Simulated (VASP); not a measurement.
# TeRu (F-43m) in VASP: further runs, part 2 of 2

VASP 6.6.1. The steps go on from the part before.

## (4) Single point, PBEsol (24.08 Å³/atom)

This run uses another cell than the first one, of 24.08 Å³/atom.

The input, INCAR:

```
PREC = Accurate ; ENCUT = 520
EDIFF = 1E-6 ; ISMEAR = 0
SIGMA = 0.05 ; LREAL = F
LASPH = T ; NELM = 100
ALGO = Normal ; ISIF = 2
LWAVE = F ; LCHARG = F
GGA = PS ; NBANDS = 17
```

The input, KPOINTS:

```
Automatic mesh
0
Gamma
  8 8 8
```

The input, POSCAR:

```
TeRu
1.0
    0.0000000000      2.8875755888      2.8875755888
    2.8875755888      0.0000000000      2.8875755888
    2.8875755888      2.8875755888      0.0000000000
Ru Te
1 1
Direct
    0.0000000000      0.0000000000      0.0000000000
    0.2500000000      0.2500000000      0.2500000000
```

Potentials or basis: VASP PAW PBE potentials, release 64 (Ru_pv, Te).

Started as:

```bash
$ cat potpaw_PBE.64/Ru_pv/POTCAR potpaw_PBE.64/Te/POTCAR > POTCAR
$ mpirun -np 1 vasp_std > vasp.out
```

OUTCAR:

```text
PREC = Accurate
   ENCUT = 520
   EDIFF = 1E-6
   ISMEAR = 0
   LREAL = F
   LASPH = T
   NELM = 100
   ISIF = 2
   GGA = PS

 ion  position               nearest neighbor table
   1  0.000  0.000  0.000-   2 2.50   2 2.50   2 2.50   2 2.50
   2  0.250  0.250  0.250-   1 2.50   1 2.50   1 2.50   1 2.50

  LATTYP: Found a face centered cubic cell.
 ALAT       =     5.7751511776

  Lattice vectors:

 A1 = (   0.0000000000,   2.8875755888,   2.8875755888)
 A2 = (   2.8875755888,   0.0000000000,   2.8875755888)
 A3 = (   2.8875755888,   2.8875755888,   0.0000000000)

Analysis of symmetry for initial positions (statically):
=====================================================================
 Subroutine PRICEL returns:
 Original cell was already a primitive cell.

 Routine SETGRP: Setting up the symmetry group for a
 face centered cubic supercell.

 Subroutine GETGRP returns: Found 24 space group operations
 (whereof 24 operations were pure point group operations)
 out of a pool of 48 trial point group operations.

The static configuration has the point symmetry T_d .

Analysis of symmetry for dynamics (positions and initial velocities):
=====================================================================
 Subroutine PRICEL returns:
 Original cell was already a primitive cell.

 Routine SETGRP: Setting up the symmetry group for a
 face centered cubic supercell.

 Subroutine GETGRP returns: Found 24 space group operations
 (whereof 24 operations were pure point group operations)
 out of a pool of 48 trial point group operations.

The dynamic configuration has the point symmetry T_d .

 Subroutine INISYM returns: Found 24 space group operations
 (whereof 24 operations are pure point group operations),
 and found     1 'primitive' translations

----------------------------------------------------------------------------------------

                                     Primitive cell

[... 107 lines left out ...]
   IALGO  =     38    algorithm
   IMIX   =      4    mixing-type and parameters
     AMIX     =   0.40;   BMIX     =  1.00
     AMIX_MAG =   1.60;   BMIX_MAG =  1.00
  volume/ion in A,a.u.               =      24.08       162.48
  Fermi-wavevector in a.u.,A,eV,Ry     =   1.221447  2.308201 20.298994  1.491934
  Thomas-Fermi vector in A             =   2.356629
   LORBIT       =      0    0 simple, 1 ext, 2 COOP (PROOUT), +10 PAW based schemes
   GGA     = PS    functional components
   LHFCALC =     F    Hartree Fock is set to
   AEXX    =    0.0000 exact exchange contribution
   IVDW    =     0    specifies the selected vdW correction
   LEPSILON=     F    determine dielectric tensor
   LRPA    =     F    only Hartree local field effects (RPA)
 non-spin polarized calculation
 Gauss-broadening in eV      SIGMA  =   0.05
  energy-cutoff  :      520.00
  volume of cell :       48.15
 maximum number of plane-waves:      1316
   NGX = 15   NGY = 15   NGZ = 15

 number of electron      19.9999994 magnetization

 Free energy of the ion-electron system (eV)
  ---------------------------------------------------
  ext. energy  EPLUGINS =         0.00000000
  ---------------------------------------------------
  free energy    TOTEN  =       -12.85095072 eV

  energy without entropy =      -12.84722883  energy(sigma->0) =      -12.84908978

 E-fermi :   7.5147     XC(G=0): -10.5673

 val. band max:        7.5145117232   @ k =   0.5000   0.3750   0.0000
 cond. band min:       7.5382120892   @ k =   0.5000   0.3750   0.1250
 fundamental gap:      0.0237003660
 Fermi energy:         7.5147280760

 k-point     1 :       0.0000    0.0000    0.0000
  band No.  band energies     occupation
      1     -34.6554      2.00000
      2     -34.6554      2.00000
      3     -34.6554      2.00000
      4      -5.5100      2.00000
      5       3.0866      2.00000
      6       3.0866      2.00000
[... 457 lines left out ...]
      4      -4.3756      2.00000
      5       2.4420      2.00000
      6       3.0742      2.00000
[... 9 lines left out ...]
     16      17.4733      0.00000
     17      18.6591      0.00000

 [... further k-points ...]

------------------------ aborting loop because EDIFF is reached ----------------------------------------

  FORCE on cell =-STRESS in cart. coord.  units (eV):
  Direction    XX          YY          ZZ          XY          YZ          ZX
  --------------------------------------------------------------------------------------
  -------------------------------------------------------------------------------------
  Total        0.6621562      0.6621562      0.6621562      0.0000000      0.0000000     -0.0000000
  in kB       22.0313414     22.0313414     22.0313414      0.0000000      0.0000000     -0.0000000
  external PRESSURE =      22.0313414 kB  Pullay stress =       0.0000000 kB

 VOLUME and BASIS-vectors are now :
 -----------------------------------------------------------------------------
  energy-cutoff  :      520.00
  volume of cell :       48.15
      direct lattice vectors                 reciprocal lattice vectors
     0.000000000  2.887575589  2.887575589    -0.173155640  0.173155640  0.173155640
     2.887575589  0.000000000  2.887575589     0.173155640 -0.173155640  0.173155640
     2.887575589  2.887575589  0.000000000     0.173155640  0.173155640 -0.173155640

 POSITION                                       TOTAL-FORCE (eV/Angst)
 -----------------------------------------------------------------------------------
      0.00000      0.00000      0.00000        -0.000000     -0.000000     -0.000000
      1.44379      1.44379      1.44379         0.000000      0.000000      0.000000
 -----------------------------------------------------------------------------------
    total drift:                                0.000001      0.000001      0.000000

  FREE ENERGIE OF THE ION-ELECTRON SYSTEM (eV)
  ---------------------------------------------------
  free  energy   TOTEN  =       -12.8509507245 eV

  energy  without entropy=      -12.8472288330  energy(sigma->0) =      -12.84908978
```

OSZICAR:

```text
N       E                     dE             d eps       ncg     rms          rms(c)
DAV:   1     0.132241108942E+03    0.13224E+03   -0.10739E+04  1058   0.106E+03
DAV:   2    -0.970672659884E+01   -0.14195E+03   -0.13844E+03  1107   0.279E+02
DAV:   3    -0.129821855789E+02   -0.32755E+01   -0.32510E+01  1314   0.431E+01
DAV:   4    -0.130216662222E+02   -0.39481E-01   -0.39468E-01  1263   0.448E+00
DAV:   5    -0.130223699549E+02   -0.70373E-03   -0.70370E-03  1266   0.492E-01    0.976E+00
DAV:   6    -0.129061646232E+02    0.11621E+00   -0.39398E-01  1066   0.595E+00    0.445E+00
DAV:   7    -0.128693765463E+02    0.36788E-01   -0.11084E-01  1027   0.300E+00    0.300E+00
DAV:   8    -0.128508433766E+02    0.18533E-01   -0.52819E-02  1046   0.223E+00    0.173E-01
DAV:   9    -0.128509064864E+02   -0.63110E-04   -0.12099E-03  1355   0.260E-01    0.969E-02
DAV:  10    -0.128509429952E+02   -0.36509E-04   -0.10057E-04  1106   0.855E-02    0.295E-02
DAV:  11    -0.128509510589E+02   -0.80637E-05   -0.74243E-06  1128   0.212E-02    0.860E-03
DAV:  12    -0.128509507245E+02    0.33433E-06   -0.14773E-06   986   0.942E-03
   1 F= -.12850951E+02 E0= -.12849090E+02  d E =-.372189E-02
```

stdout:

```text
POSCAR found type information on POSCAR RuTe
 POSCAR found :  2 types and       2 ions
 scaLAPACK will be used
 -----------------------------------------------------------------------------
|                                                                             |
|                                                                             |
|     You enforced a specific xc type in the INCAR file but a different       |
|     I HOPE YOU KNOW WHAT YOU ARE DOING!                                     |
|                                                                             |
 -----------------------------------------------------------------------------

 LDA part: xc-table for (Slater+PW92), standard interpolation
 POSCAR, INCAR and KPOINTS ok, starting setup
 FFT: planning ... GRIDC
 FFT: planning ... GRID_SOFT
 FFT: planning ... GRID
 WAVECAR not read
 entering main loop
```

It took 9.6 s on 1 thread of AMD EPYC 9R45 (Zen 5), shared host; peak memory 0.15 GiB.

What came out:

| Property | Result |
| --- | --- |
| Free energy | -12.8510 eV |
| Pressure | 2.2 GPa |
| Band gap on the k mesh | zero (bands 10 and 11 overlap by 3.46 eV) |

Levels at points of the mesh, in eV from the Fermi level:
```tsv
k point	band 8	band 9	band 10	band 11	band 12	band 13
(0.00, 0.00, 0.00)	-1.56	-1.56	3.06	3.98	3.98	3.98
(0.50, 0.00, 0.00)	-1.41	-1.41	-1.18	1.84	1.84	4.22
(0.50, 0.50, 0.00)	-1.99	-1.20	-0.88	-0.39	-0.39	5.06
```

Caveat: the PAW data sets were made with another functional, which shifts forces and pressure a little; spin-orbit coupling is left out, which moves the levels of the heavy elements.

## (5) Overview

```tsv
cell	gap on the mesh (eV)	pressure (GPa)
a = 4.056 Å, angles 60.0°, 2 atoms	none	4.8
a = 4.099 Å, angles 60.0°, 2 atoms	none	0.9
a = 4.084 Å, angles 60.0°, 2 atoms	none	2.2
```

Alike in all rows: task single point; level PBEsol; potentials or basis VASP PAW PBE potentials, release 64 (Ru_pv, Te); no spin polarisation; k mesh 8 × 8 × 8; cutoff (eV) 520; smearing gaussian 0.05 eV.

Caveats: the PAW data sets were made with another functional, which shifts forces and pressure a little; spin-orbit coupling is left out, which moves the levels of the heavy elements; the cell stands under pressure (at least some runs).

Absolute energies hang on the potentials; compare differences alone.
